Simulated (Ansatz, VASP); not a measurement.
# One calculation of NaH, two programs

```xyz
2
Lattice="2.9324 -0.0075 0.0000 -0.0075 2.9324 0.0000 0.0000 0.0000 2.9324" Properties=species:S:1:pos:R:3 pbc="T T T"
Na    0.0000    0.0000    0.0000
H     1.4625    1.4625    1.4662
```

Change from the starting cell: shear_xy strain -0.5%.

Alike in both runs: task single point; functional HSE06; k mesh 6 × 6 × 6; no spin polarisation.

|  | VASP | Ansatz |
| --- | --- | --- |
| version | VASP 6.6.1 | Ansatz 0.2.0 |
| potentials or method | VASP PAW PBE potentials, release 64 (Na_pv, H) | plane waves, PAW |
| plane-wave cutoff (eV) | 520 | 420 |
| occupations | gaussian, width 0.01 eV | fixed |
| valence electrons in the cell | 8 | 10 |

```tsv
	VASP	Ansatz	Ansatz less VASP
gap on the k mesh at the Fermi level (eV)	1.88	1.88	+0.005
pressure (GPa)	0.3	0.3	-0.01
```

VASP's potentials hold 8 valence electrons a cell and Ansatz's 10, so a difference there can come from the potentials and not from the codes. Ansatz's warnings: stress exchange threshold loose, stress scf threshold loose.
